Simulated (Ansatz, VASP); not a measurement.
# K2Nb2O: VASP beside Ansatz

Contents of INCAR:

```
SYSTEM = K2Nb2O
PREC     = Accurate       ! precision mode
ENCUT    = 520            ! plane-wave cutoff, eV
EDIFF    = 1E-6           ! SCF threshold, eV
ISMEAR   = 0              ! smearing method
SIGMA    = 0.1            ! smearing width, eV
LREAL    = .FALSE.        ! projectors in reciprocal space
LASPH    = .TRUE.         ! aspherical terms in the spheres
NELM     = 150            ! most SCF steps
ALGO     = Normal         ! electronic algorithm
ISIF     = 2              ! what is computed and relaxed
LWAVE    = .FALSE.        ! write WAVECAR
LCHARG   = .FALSE.        ! write CHGCAR
ISPIN    = 2              ! spin polarisation
MAGMOM   = 0.09 0.09 1.18 1.18 -0.05 ! initial moments
LORBIT   = 11             ! projections on sites
LMAXMIX  = 4              ! l up to which the mixer works
GGA      = PE             ! functional
NBANDS   = 37             ! bands
```

The input KPOINTS:

```
regular mesh
0
G
  6 6 4
  0 0 0
```

Contents of POSCAR:

```
K2Nb2O
1.0
    4.5818875300      0.0000000000      0.0000000000
   -2.2909437700      3.9680310000      0.0000000000
    0.0000000000      0.0000000000      7.0705683000
K Nb O
2 2 1
Direct
    0.6666666700      0.3333333300      0.7413680000
    0.3333333300      0.6666666700      0.2586320000
    0.6666666700      0.3333333300      0.3533169900
    0.3333333300      0.6666666700      0.6466830100
    0.0000000000      0.0000000000      0.0000000000
```

Input for Ansatz:

```yaml
crystal:
  lattice:
    - [4.58188753, 0.0, 0.0]
    - [-2.29094377, 3.968031, 0.0]
    - [0.0, 0.0, 7.0705683]
  atoms:
    - { symbol: K, position: [0.66666667, 0.33333333, 0.741368] }
    - { symbol: K, position: [0.33333333, 0.66666667, 0.258632] }
    - { symbol: Nb, position: [0.66666667, 0.33333333, 0.35331699] }
    - { symbol: Nb, position: [0.33333333, 0.66666667, 0.64668301] }
    - { symbol: O, position: [0.0, 0.0, 0.0] }
basis:
  ecutwfc: 420
kpoints:
  mp_grid: { grid: [6, 6, 4] }
hamiltonian:
  xc: pbe
scf:
  occupations: { method: gaussian, width: 0.1 }
  lower_state_search: "off"
output:
  forces: true
  stress: true
  eigenvalues: true
  populations: true
magnetization:
  spin_polarized: true
```

Change from the starting cell: species swapped into the YAl2Ge2 type (P-3m1, No. 164).

Alike in both runs: task single point; functional PBE; k mesh 6 × 6 × 4; occupations gaussian, width 0.1 eV; collinear spin.

|  | VASP | Ansatz |
| --- | --- | --- |
| version | VASP 6.6.1 | Ansatz 0.2.0 |
| potentials or method | VASP PAW PBE potentials, release 64 (K_sv, Nb_sv, O), cutoff 520 eV | scalar-relativistic, plane waves, PAW |
| valence electrons in the cell | 50 | 50 |

Ansatz gave:

```
gap on the k mesh at the Fermi level (eV)                     : none
pressure (GPa)                                                : 0.4
traceless stress, the component that is largest in VASP (GPa) : -2.42
rms of the force components (eV/Å)                            : 1.517
net moment per atom (μB)                                      : 0.65
size of the moment on the site where the two differ most (μB) : 1.07
```

**Question.** Estimate VASP's values.

**Answer.** gap on the k mesh at the Fermi level (eV): none; pressure (GPa): 0.5; traceless stress, the component that is largest in VASP (GPa): -2.43; rms of the force components (eV/Å): 1.535; net moment per atom (μB): 0.64; size of the moment on the site where the two differ most (μB): 1.13.

Site moments also hang on the region over which each program counts them. Atom by atom the forces differ by 0.017 eV/Å (rms over components). A gap of «none» marks a metal or a gap that the smearing closes. Ansatz's warnings: no starting moments.
